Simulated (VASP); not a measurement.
# Al3Ag (Pm-3m) in VASP: a series of runs, part 2 of 2

VASP 6.6.1. Earlier steps stand in the parts before.

## (4) Single point, LDA

This run uses another cell than the first one, of 19.04 Å³/atom, 1.077 times its volume.

The input, INCAR:

```
SYSTEM = Al3Ag
ALGO     = Normal         ! electronic algorithm
EDIFF    = 1E-6           ! SCF threshold, eV
ENCUT    = 520            ! plane-wave cutoff, eV
ISIF     = 2              ! what is computed and relaxed
ISMEAR   = 1              ! smearing method
LASPH    = .TRUE.         ! aspherical terms in the spheres
LCHARG   = .FALSE.        ! write CHGCAR
LREAL    = .FALSE.        ! projectors in reciprocal space
LWAVE    = .FALSE.        ! write WAVECAR
NBANDS   = 18             ! bands
NELM     = 100            ! most SCF steps
PREC     = Accurate       ! precision mode
SIGMA    = 0.15           ! smearing width, eV
```

The input, KPOINTS:

```
k-points
0
G
  6 6 6
  0 0 0
```

The input, POSCAR:

```
Al3Ag
1.0
    4.2386433203      0.0000000000      0.0000000000
    0.0000000000      4.2386433203      0.0000000000
    0.0000000000      0.0000000000      4.2386433203
Al Ag
3 1
Direct
    0.0000000000      0.5000000000      0.5000000000
    0.5000000000      0.0000000000      0.5000000000
    0.5000000000      0.5000000000      0.0000000000
    0.0000000000      0.0000000000      0.0000000000
```

Potentials or basis: VASP PAW LDA potentials, release 64 (Al, Ag).

The run is started by

```console
cat potpaw_LDA.64/Al/POTCAR potpaw_LDA.64/Ag/POTCAR > POTCAR
mpirun -np 1 vasp_std > vasp.out
```

OUTCAR:

```text
SYSTEM = Al3Ag
   EDIFF = 1E-6
   ENCUT = 520
   ISIF = 2
   ISMEAR = 1
   LASPH = .TRUE.
   LREAL = .FALSE.
   NELM = 100
   PREC = Accurate

 ion  position               nearest neighbor table
   1  0.000  0.500  0.500-   2 3.00   3 3.00   4 3.00   3 3.00   4 3.00   2 3.00   4 3.00   4 3.00
                             2 3.00   3 3.00   3 3.00   2 3.00
   2  0.500  0.000  0.500-   1 3.00   3 3.00   4 3.00   3 3.00   4 3.00   1 3.00   3 3.00   3 3.00
                             1 3.00   4 3.00   4 3.00   1 3.00
   3  0.500  0.500  0.000-   1 3.00   2 3.00   4 3.00   1 3.00   2 3.00   2 3.00   4 3.00   2 3.00
[... 618 lines left out ...]
  --------------------------------------------------------------------------------------
  -------------------------------------------------------------------------------------
  Total       -4.9386713     -4.9386713     -4.9386713     -0.0000000      0.0000000     -0.0000000
  in kB     -103.9058711   -103.9058711   -103.9058711     -0.0000000      0.0000000     -0.0000000
  external PRESSURE =    -103.9058711 kB  Pullay stress =       0.0000000 kB

 VOLUME and BASIS-vectors are now :
 -----------------------------------------------------------------------------
  energy-cutoff  :      520.00
  volume of cell :       76.15
      direct lattice vectors                 reciprocal lattice vectors
     4.238643320  0.000000000  0.000000000     0.235924546  0.000000000  0.000000000
     0.000000000  4.238643320  0.000000000     0.000000000  0.235924546  0.000000000
     0.000000000  0.000000000  4.238643320     0.000000000  0.000000000  0.235924546

 POSITION                                       TOTAL-FORCE (eV/Angst)
 -----------------------------------------------------------------------------------
      0.00000      2.11932      2.11932         0.000000      0.000000      0.000000
      2.11932      0.00000      2.11932         0.000000      0.000000      0.000000
      2.11932      2.11932      0.00000         0.000000      0.000000      0.000000
      0.00000      0.00000      0.00000         0.000000      0.000000      0.000000
 -----------------------------------------------------------------------------------
    total drift:                               -0.000000      0.000000      0.000000

  FREE ENERGIE OF THE ION-ELECTRON SYSTEM (eV)
  ---------------------------------------------------
  free  energy   TOTEN  =       -15.7411264932 eV

  energy  without entropy=      -15.7404080110  energy(sigma->0) =      -15.74088700
```

OSZICAR:

```text
N       E                     dE             d eps       ncg     rms          rms(c)
DAV:   1     0.588144270713E+02    0.58814E+02   -0.81814E+03   728   0.934E+02
DAV:   2    -0.146251441400E+02   -0.73440E+02   -0.68461E+02   794   0.165E+02
DAV:   3    -0.165315217907E+02   -0.19064E+01   -0.18919E+01   960   0.263E+01
DAV:   4    -0.165426592325E+02   -0.11137E-01   -0.11130E-01   844   0.219E+00
DAV:   5    -0.165427632977E+02   -0.10407E-03   -0.10406E-03   840   0.225E-01    0.626E+00
DAV:   6    -0.158620613358E+02    0.68070E+00   -0.42571E+00   768   0.241E+01    0.581E+00
DAV:   7    -0.157682986838E+02    0.93763E-01   -0.34711E-01   778   0.718E+00    0.245E+00
DAV:   8    -0.157450161611E+02    0.23283E-01   -0.58785E-02   752   0.205E+00    0.391E-01
DAV:   9    -0.157411910282E+02    0.38251E-02   -0.10211E-02   804   0.124E+00    0.117E-01
DAV:  10    -0.157411282607E+02    0.62768E-04   -0.57181E-04   804   0.153E-01    0.509E-02
DAV:  11    -0.157411270102E+02    0.12505E-05   -0.14696E-05   804   0.259E-02    0.245E-02
DAV:  12    -0.157411264932E+02    0.51699E-06   -0.13884E-06   452   0.809E-03
   1 F= -.15741126E+02 E0= -.15740887E+02  d E =-.718482E-03
```

stdout:

```text
POSCAR found type information on POSCAR AlAg
 POSCAR found :  2 types and       4 ions
 scaLAPACK will be used
 LDA part: xc-table for (Slater(with rela. corr.)+CA(PZ))
 , standard interpolation
 POSCAR, INCAR and KPOINTS ok, starting setup
 FFT: planning ... GRIDC
 FFT: planning ... GRID_SOFT
 FFT: planning ... GRID
 WAVECAR not read
 entering main loop
```

It took 18 s on 1 thread of Intel Xeon Platinum 8375C at 2.90GHz (Ice Lake), shared host; peak memory 0.16 GiB.

What came out:

- Free energy: -15.7411 eV
- Pressure: -10.4 GPa
- Band gap on the k mesh: zero (band 10 reaches 8.56 eV, above the bottom of band 11 at 4.34 eV)

Levels at points of the mesh, in eV from the Fermi level:
```tsv
k point	band 7	band 8	band 9	band 10	band 11	band 12	band 13	band 14
(0.00, 0.00, 0.00)	-2.04	-2.04	-2.04	-0.15	-0.15	-0.06	4.82	4.82
(0.50, 0.00, 0.00)	-4.72	0.15	0.34	0.34	0.38	0.38	1.06	2.28
(0.50, 0.50, 0.00)	-4.83	-3.98	-3.87	1.14	2.65	2.75	2.75	2.80
(0.50, 0.50, 0.50)	-3.25	-3.25	-3.25	-2.44	-2.44	-2.44	-1.79	9.68
```

## (5) The runs side by side

| cell | gap on the mesh (eV) | pressure (GPa) |
| --- | --- | --- |
| a = 4.135 Å, 4 atoms | none | -7.7 |
| a = 4.188 Å, 4 atoms | none | -9.3 |
| a = 4.239 Å, 4 atoms | none | -10.4 |

Alike in all rows: task single point; level LDA; potentials or basis VASP PAW LDA potentials, release 64 (Al, Ag); no spin polarisation; k mesh 6 × 6 × 6; cutoff (eV) 520; smearing methfessel-paxton 0.15 eV.

Total energies depend on the potentials used, so only differences within one code and one set of settings carry meaning.
